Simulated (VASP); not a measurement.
**VO2: single point with r2SCAN+U**

VO2:

```
O V
1.0
     4.51700    0.00000    0.00000
     0.00000    4.51700    0.00000
     0.00000    0.00000    2.87200
O V
4 2
Direct
  0.30000 0.30000 0.00000
  0.20000 0.80000 0.50000
  0.70000 0.70000 0.00000
  0.80000 0.20000 0.50000
  0.00000 0.00000 0.00000
  0.50000 0.50000 0.50000
```

* Program: VASP 6.6.1
* Task: single point
* Functional: r2SCAN
* Potentials or basis: VASP PAW PBE potentials, release 64 (O, V_sv)
* Cutoff: 660 eV
* k mesh: 4 × 4 × 7
* Occupations: gaussian, width 0.05 eV
* Spin: collinear spin, ferromagnetic start
* Starting moments: [0.0, 0.0, 0.0, 0.0, 0.8, 0.8] μB
* Hubbard terms: V d U = 3.25 eV

- Pressure: 9.3 GPa
- Largest force: 0.317 eV/Å
- Band gap on the k mesh: 1.43 eV (least direct gap 1.64 eV)
- Net moment: 2.00 μB per cell
- Site moments: O -0.05; V +1.07 μB
- Valence electrons inside the program's atomic spheres: O 5.12; V 11.38

Forces in eV/Å, atoms in the order of the input:
```
O   -0.224 -0.224  0.000
O    0.224 -0.224  0.000
O    0.224  0.224  0.000
O   -0.224  0.224  0.000
V    0.000  0.000  0.000
V    0.000  0.000  0.000
```

Stress tensor (GPa, compression positive):
```
 3.50  0.00  0.00
 0.00  3.50  0.00
 0.00  0.00 21.00
```

Levels at points of the mesh, in eV from the valence-band top:
Spin up:
| k point | band 23 | band 24 | band 25 | band 26 | band 27 | band 28 | band 29 | band 30 |
| --- | --- | --- | --- | --- | --- | --- | --- | --- |
| (0.00, 0.00, 0.00) | -0.87 | -0.64 | -0.64 | 0.00 | 1.77 | 1.92 | 1.92 | 2.62 |
| (0.50, 0.00, 0.00) | -1.05 | -1.05 | -0.61 | -0.61 | 2.50 | 2.50 | 3.01 | 3.01 |
| (0.50, 0.50, 0.00) | -1.58 | -1.58 | -1.55 | -1.55 | 1.94 | 1.94 | 3.38 | 3.38 |
Spin down:
| k point | band 22 | band 23 | band 24 | band 25 | band 26 | band 27 |
| --- | --- | --- | --- | --- | --- | --- |
| (0.00, 0.00, 0.00) | -0.76 | -0.76 | -0.16 | 2.75 | 2.85 | 2.85 |
| (0.50, 0.00, 0.00) | -1.96 | -1.00 | -1.00 | 3.43 | 3.43 | 3.86 |
| (0.50, 0.50, 0.00) | -1.66 | -1.62 | -1.62 | 2.87 | 2.87 | 3.09 |

Eigenvalues of the final occupation matrices:
| site | spin | trace | eigenvalues |
| --- | --- | --- | --- |
| site 5 d | 1 | 1.91 | 0.14 0.15 0.30 0.38 0.94 |
| site 5 d | 2 | 0.86 | 0.06 0.10 0.11 0.29 0.29 |
| site 6 d | 1 | 1.91 | 0.14 0.15 0.30 0.38 0.94 |
| site 6 d | 2 | 0.86 | 0.06 0.10 0.11 0.29 0.29 |

Run time: 4.8 min on 1 thread of Intel(R) Xeon(R) 6975P-C (Granite Rapids), with other jobs on the host, peak memory 0.29 GiB.

Caveat: the stress differs along the axes, from 4 to 21 GPa; the PAW data sets were made with another functional, which shifts forces and pressure a little. The state reached can hang on the start; a lower one may exist.
